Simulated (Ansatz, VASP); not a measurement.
# Two plane-wave programs on Y2TaN3

File INCAR:

```
ALGO = Normal ; EDIFF = 1E-7
EDIFFG = -0.01 ; ENCUT = 600
GGA = PE ; IBRION = 2
ISIF = 3 ; ISMEAR = 0
LASPH = T ; LCHARG = F
LREAL = F ; LWAVE = F
NELM = 60 ; NSW = 100
PREC = Accurate ; SIGMA = 0.1
```

Contents of KPOINTS:

```
k-points
0
Gamma
  12 12 6
```

POSCAR

```
Y2TaN3
1.0
    3.3138090825      0.0000000000      0.0000000000
   -1.6569045412      2.8698428487      0.0000000000
    0.0000000000      0.0000000000      8.2088256001
Y Ta N
2 1 3
Direct
    0.3333333333      0.6666666667      0.6734737223
    0.6666666667      0.3333333333      0.3265262777
    0.0000000000      0.0000000000      0.0000000000
    0.0000000000      0.0000000000      0.5000000000
    0.3333333333      0.6666666667      0.1422830779
    0.6666666667      0.3333333333      0.8577169221
```

Input for Ansatz:

```yaml
crystal:
  lattice:
    - [3.3138090825, 0.0, 0.0]
    - [-1.6569045412, 2.8698428487, 0.0]
    - [0.0, 0.0, 8.2088256001]
  atoms:
    - { symbol: "Y", position: [0.3333333333, 0.6666666667, 0.6734737223] }
    - { symbol: "Y", position: [0.6666666667, 0.3333333333, 0.3265262777] }
    - { symbol: Ta, position: [0.0, 0.0, 0.0] }
    - { symbol: "N", position: [0.0, 0.0, 0.5] }
    - { symbol: "N", position: [0.3333333333, 0.6666666667, 0.1422830779] }
    - { symbol: "N", position: [0.6666666667, 0.3333333333, 0.8577169221] }
basis:
  ecutwfc: 420
kpoints:
  mp_grid: { grid: [12, 12, 6] }
hamiltonian:
  xc: pbe
scf:
  occupations: { method: gaussian, width: 0.1 }
output:
  forces: true
  stress: true
  eigenvalues: true
relax:
  adjacent_minimum: "off"
  f_tol: 0.01
  max_steps: 80
  cell: { stress_tol: 0.05 }
```

Change from the starting cell: species swapped into the Zr3HC2 type (P-3m1, No. 164).

Alike in both runs: task relaxation of cell and atoms; functional PBE; k mesh 12 × 12 × 6; occupations gaussian, width 0.1 eV; no spin polarisation.

```csv
,VASP,Ansatz
version,VASP 6.6.1,Ansatz 0.2.0
potentials or method,"VASP PAW PBE potentials, release 64 (Y_sv, Ta_pv, N), cutoff 600 eV","scalar-relativistic, plane waves, PAW"
valence electrons in the cell,48,50
```

Ansatz gave:

* gap on the k mesh at the Fermi level, each at its own relaxed structure (eV): none
* relaxed volume (Å³/atom): 13.01
* relaxed cell length with the largest relative difference (Å): 8.183

Estimate VASP's values.

gap on the k mesh at the Fermi level, each at its own relaxed structure (eV): none; relaxed volume (Å³/atom): 13.01; relaxed cell length with the largest relative difference (Å): 8.179.

A gap of «none» marks a metal or a gap that the smearing closes. VASP's potentials hold 48 valence electrons a cell and Ansatz's 50, so a difference there can come from the potentials and not from the codes.

Spin-orbit coupling is off throughout.
